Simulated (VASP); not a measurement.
Write the native input for VASP 6.6.1 that does the following.

| Quantity | Value |
| --- | --- |
| Task | single point |
| Functional | RPBE |
| Potentials or basis | VASP PAW PBE potentials, release 64 (Sc_sv) |
| Cutoff | 520 eV |
| k mesh | 9 × 9 × 9 |
| Occupations | fermi-dirac, width 0.1 eV |
| Spin | no spin polarisation |
| Dipole correction | no |
| Further INCAR settings | ALGO = Normal; EDIFF = 1e-06; NBANDS = 18 |

The structure of Sc lies in POSCAR:

```
Sc
1.0
    0.0000000000      3.3318317414      3.3318317414
    3.3318317414      0.0000000000      3.3318317414
    3.3318317414      3.3318317414      0.0000000000
Sc
2
Direct
    0.1250000000      0.1250000000      0.1250000000
    0.8750000000      0.8750000000      0.8750000000
```

This cell differs from its parent crystal: volume scaled by 0.92.

One way to write it, as run:

INCAR

```
ALGO = Normal ; EDIFF = 1E-6
ENCUT = 520 ; GGA = RP
ISIF = 2 ; ISMEAR = -1
LASPH = True ; LCHARG = True
LELF = True ; LREAL = False
LVHAR = True ; LWAVE = False
NBANDS = 18 ; NELM = 100
PREC = Accurate ; SIGMA = 0.1
```

KPOINTS

```
k-points
0
Gamma
  9 9 9
```

Potentials or basis: VASP PAW PBE potentials, release 64 (Sc_sv).

The run is started by

```sh
$ cat potpaw_PBE.64/Sc_sv/POTCAR > POTCAR
$ mpirun -np 1 vasp_std > vasp.out
```

It gave:

The pressure is 0.6 GPa and the band gap on the k mesh is zero (band 11 reaches 1.91 eV, above the bottom of band 12 at 1.30 eV).

Caveat: the PAW data sets were made with another functional, which shifts forces and pressure a little.

Wall time 59 s on 1 thread of AMD EPYC 7R13 (shared host), peak memory 0.18 GiB.
